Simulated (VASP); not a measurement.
NaF: relaxation of cell and atoms with LDA

NaF:

```
CELL_PARAMETERS angstrom
0.00000 2.25178 2.25178
2.25178 0.00000 2.25178
2.25178 2.25178 0.00000
ATOMIC_POSITIONS crystal
Na 0.00000 0.00000 0.00000
F 0.50000 0.50000 0.50000
```

```json
{"Program": "VASP 6.6.1", "Task": "relaxation of cell and atoms", "Functional": "LDA", "Potentials or basis": "VASP PAW LDA potentials, release 64 (Na_pv, F)", "Cutoff": "600 eV", "k mesh": "10 × 10 × 10", "Occupations": "gaussian, width 0.01 eV", "Spin": "no spin polarisation", "Target pressure": "2 GPa", "Dipole correction": "no", "Further INCAR settings": "ALGO = Normal; EDIFF = 1e-07; IBRION = 2; EDIFFG = -0.002; NSW = 100; ISIF = 3"}
```

| Property | Result |
| --- | --- |
| Relaxed volume | 11.04 Å³/atom |
| Relaxed cell | a = 3.149 Å, b = 3.149 Å, c = 3.149 Å, α = 60.00°, β = 60.00°, γ = 60.00° |
| Space group after relaxing (to 0.1 Å) | Fm-3m (No. 225) |
| Energy change on relaxing (the run minimises the enthalpy) | +2.1 meV/atom |
| Ionic steps | 3 |
| Pressure after relaxing | 2.0 GPa |
| Band gap on the k mesh | 6.64 eV |

Step by step:
```csv
step,energy change (eV),largest force (eV/Å),pressure (GPa),volume (Å³)
1,0.0000,0.0000,-0.19,22.84
2,0.0017,0.0000,1.27,22.32
3,0.0042,0.0000,2.03,22.08
```

Final structure:
```yaml
crystal:
  lattice:
    - [0.00000, 2.22665, 2.22665]
    - [2.22665, 0.00000, 2.22665]
    - [2.22665, 2.22665, 0.00000]
  atoms:
    - { symbol: Na, position: [0.00000, 0.00000, 0.00000] }
    - { symbol: F, position: [0.50000, 0.50000, 0.50000] }
```

Levels at points of the mesh, in eV from the valence-band top:
```
           k point  band 4  band 5  band 6  band 7  band 8  band 9  band 10  band 11
(0.00, 0.00, 0.00)  -18.43    0.00    0.00    0.00    6.64   19.36    19.36    19.36
(0.50, 0.00, 0.00)  -17.51   -1.95   -0.34   -0.34   11.13   13.12    20.97    20.97
(0.50, 0.50, 0.00)  -18.52   -1.52   -0.48   -0.48   13.21   13.76    14.46    20.90
```

Run time: 36 s on 1 thread of Oxide Virtual Turin-like Processor, with other jobs on the host, peak memory 0.11 GiB.

Caveat: the cell is relaxed towards a set pressure, so the run minimises the enthalpy, not the energy. A k mesh can miss the band edges.
